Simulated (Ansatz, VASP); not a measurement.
**Two plane-wave programs on WSe2**

```xyz
15
Lattice="3.2712 0.0000 0.0000 -1.6356 2.8329 0.0000 0.0000 0.0000 44.7892" Properties=species:S:1:pos:R:3 pbc="T T T"
Se    0.0000    1.8886    7.5026
Se    0.0000    1.8886   10.8492
Se    1.6356    0.9443   14.1080
Se    1.6356    0.9443   17.4564
Se    0.0000    1.8886   20.7204
Se    0.0000    1.8886   24.0688
Se    1.6356    0.9443   27.3328
Se    1.6356    0.9443   30.6812
Se    0.0000    1.8886   33.9400
Se    0.0000    1.8886   37.2866
W     1.6356    0.9443    9.1747
W     0.0000    1.8886   15.7822
W     1.6356    0.9443   22.3946
W     0.0000    1.8886   29.0070
W     1.6356    0.9443   35.6145
```

Alike in both runs: functional PBEsol; k mesh 9 × 9 × 1; occupations gaussian, width 0.05 eV; no spin polarisation.

Ansatz relaxed the structure, and its values are those at the end. VASP's run is a single point on that final structure, the one shown.

|  | VASP | Ansatz |
| --- | --- | --- |
| version | VASP 6.6.1 | Ansatz 0.2.0 |
| potentials or method | VASP PAW PBE potentials, release 64 (Se, W_sv), cutoff 520 eV | scalar-relativistic, plane waves, PAW |
| valence electrons in the cell | 130 | 230 |

Ansatz gave:

* gap on the k mesh at the Fermi level (eV): 1.22
* least direct gap on the mesh (eV): 1.61
* rms of the force components (eV/Å): 0.000

Problem. Which values does VASP return?

Solution. gap on the k mesh at the Fermi level (eV): 1.22; least direct gap on the mesh (eV): 1.61; rms of the force components (eV/Å): 0.031.

VASP's potentials were made for PBE, not for PBEsol. VASP's potentials hold 130 valence electrons a cell and Ansatz's 230, so a difference there can come from the potentials and not from the codes.

Spin-orbit coupling is off throughout.
